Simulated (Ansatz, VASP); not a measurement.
# Os in VASP and in Ansatz

File INCAR:

```
SYSTEM = Os
PREC = Accurate
ENCUT = 520
EDIFF = 1E-6
ISMEAR = 0
SIGMA = 0.15
LREAL = .False.
LASPH = .True.
NELM = 80
ALGO = Normal
ISIF = 2
LWAVE = .False.
LCHARG = .False.
GGA = PS
NBANDS = 15
```

File KPOINTS:

```
regular mesh
0
Gamma
  18 18 12
  0 0 0
```

Contents of POSCAR:

```
Os
1.0
    2.7340999755      0.0000000000      0.0000000000
   -1.3670499878      2.3678000353      0.0000000000
    0.0000000000      0.0000000000      4.4276925000
Os
2
Direct
    0.3333333333      0.6666666667      0.2500000000
    0.6666666667      0.3333333333      0.7500000000
```

Input for Ansatz:

```yaml
crystal:
  lattice:
    - [2.7340999755, 0.0, 0.0]
    - [-1.3670499878, 2.3678000353, 0.0]
    - [0.0, 0.0, 4.4276925]
  atoms:
    - { symbol: Os, position: [0.3333333333, 0.6666666667, 0.25] }
    - { symbol: Os, position: [0.6666666667, 0.3333333333, 0.75] }
basis:
  ecutwfc: 420
kpoints:
  mp_grid: { grid: [18, 18, 12] }
hamiltonian:
  xc: pbesol
scf:
  occupations: { method: gaussian, width: 0.15 }
output:
  forces: true
  stress: true
  eigenvalues: true
```

Change from the starting cell: strain +0.000 along x and y, +0.025 along z, atoms carried along.

Alike in both runs: task single point; functional PBEsol; k mesh 18 × 18 × 12; occupations gaussian, width 0.15 eV; no spin polarisation.

|  | VASP | Ansatz |
| --- | --- | --- |
| version | VASP 6.6.1 | Ansatz 0.2.0 |
| potentials or method | VASP PAW PBE potentials, release 64 (Os), cutoff 520 eV | scalar-relativistic, plane waves, PAW |
| valence electrons in the cell | 16 | 32 |

```csv
,VASP,Ansatz,Ansatz less VASP
gap on the k mesh at the Fermi level (eV),none,none,-
pressure (GPa),-12.5,-12.7,-0.13
"traceless stress, the component that is largest in VASP (GPa)",-9.75,-9.77,-0.018
```

VASP's potentials were made for PBE, not for PBEsol. A gap of «none» marks a metal or a gap that the smearing closes. With one functional, cell and mesh, what is left measures potentials, basis and numerics. VASP's potentials hold 16 valence electrons a cell and Ansatz's 32, so a difference there can come from the potentials and not from the codes.

Neither program's run includes spin-orbit coupling.
